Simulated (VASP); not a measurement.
Input of a VASP 6.6.1 run:

Contents of POSCAR:

```
C
1.0
    0.0000000000      1.7801417069      1.7801417069
    1.7801417069      0.0000000000      1.7801417069
    1.7801417069      1.7801417069      0.0000000000
C
2
Direct
    0.5842629547      0.4157370453      0.4157370453
    0.7500000000      0.7500000000      0.7500000000
```

INCAR.step1

```
PREC     = Accurate       # precision mode
ENCUT    = 520            # plane-wave cutoff, eV
ISMEAR   = 0              # smearing method
SIGMA    = 0.05           # smearing width, eV
LREAL    = F              # projectors in reciprocal space
LASPH    = T              # aspherical terms in the spheres
NELM     = 100            # most SCF steps
NBANDS   = 11             # bands
GGA      = PE             # functional
ALGO     = Normal         # electronic algorithm
EDIFF    = 1E-4           # SCF threshold, eV
LWAVE    = T              # write WAVECAR
LCHARG   = F              # write CHGCAR
```

Contents of INCAR.step2:

```
PREC     = Accurate       # precision mode
ENCUT    = 520            # plane-wave cutoff, eV
EDIFF    = 1E-6           # SCF threshold, eV
ISMEAR   = 0              # smearing method
SIGMA    = 0.05           # smearing width, eV
LREAL    = F              # projectors in reciprocal space
LASPH    = T              # aspherical terms in the spheres
NELM     = 100            # most SCF steps
ALGO     = Normal         # electronic algorithm
ISIF     = 2              # what is computed and relaxed
LWAVE    = F              # write WAVECAR
LCHARG   = F              # write CHGCAR
METAGGA  = R2SCAN         # meta-GGA
LMIXTAU  = T            
NBANDS   = 11             # bands
ISTART   = 1
```

The input KPOINTS:

```
regular mesh
0
Gamma
  12 12 12
```

Potentials or basis: VASP PAW PBE potentials, release 64 (C).

The run is started by

```bash
$ cat potpaw_PBE.64/C/POTCAR > POTCAR
$ cp INCAR.step1 INCAR
$ mpirun -np 1 vasp_std > vasp.out
$ cp INCAR.step2 INCAR
$ mpirun -np 1 vasp_std > vasp.out
```

Q: Estimate the band gap on the k mesh.

A: 0.21 eV, indirect (least direct gap 0.47 eV).

Q: What does it give for the largest force?

A: 9.231 eV/Å.

Stress tensor (GPa, compression positive):
```
22.34  0.00  0.00
 0.00 35.00 -8.01
 0.00 -8.01 35.00
```

Caveat: the cell differs from its parent crystal (atom 1 (C) moved by (-0.300, +0.000) A along x and y); the PAW data sets were made with another functional, which shifts forces and pressure a little. A k mesh can miss the band edges.
